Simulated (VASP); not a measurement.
Crystal: In.

```xyz
4
Lattice="2.5399 -4.3047 0.0000 2.5399 4.3047 0.0000 0.0000 0.0000 5.0865" Properties=species:S:1:pos:R:3 pbc="T T T"
In    2.5399    2.9917    0.3993
In    2.5399   -1.3129    2.1440
In    2.5399   -2.9917    4.6873
In    2.5399    1.3129    2.9426
```

| Item | Value |
| --- | --- |
| Program | VASP 6.6.1 |
| Task | relaxation of cell and atoms |
| Functional | r2SCAN |
| Potentials or basis | VASP PAW PBE potentials, release 64 (In_d) |
| Cutoff | 600 eV |
| k mesh | 4 × 4 × 4 |
| Occupations | gaussian, width 0.1 eV |
| Spin | no spin polarisation |

At the start: pressure 1.8 GPa; volume 27.81 Å³/atom.

Task: Where does the relaxation end?

Result: Over 7 steps the energy falls by 20.4 meV/atom and the volume is 28.97 Å³/atom (+4.2 %); space group Cmce (No. 64, to 0.05 Å).

The path:
```tsv
step	energy change (eV)	largest force (eV/Å)	pressure (GPa)	volume (Å³)
1	0.0000	0.5568	1.84	111.23
2	-0.0658	0.1079	-0.21	116.43
3	-0.0660	0.1284	-0.07	116.10
4	-0.0732	0.1066	-0.09	116.15
5	-0.0805	0.0518	-0.09	116.23
6	-0.0805	0.0490	-0.08	116.24
7	-0.0816	0.0386	0.05	115.90
```

Final structure:
```cif
data_structure
_symmetry_space_group_name_H-M 'P 1'
_symmetry_Int_Tables_number 1
_cell_length_a 5.0606
_cell_length_b 5.0606
_cell_length_c 5.1378
_cell_angle_alpha 90.000
_cell_angle_beta 90.000
_cell_angle_gamma 118.261
_cell_volume 115.90
loop_
_atom_site_label
_atom_site_type_symbol
_atom_site_fract_x
_atom_site_fract_y
_atom_site_fract_z
_atom_site_occupancy
In1 In 0.15844 0.84156 0.08136 1
In2 In 0.65844 0.34156 0.41864 1
In3 In 0.84156 0.15844 0.91864 1
In4 In 0.34156 0.65844 0.58136 1
```

Caveat: the PAW data sets were made with another functional, which shifts forces and pressure a little.
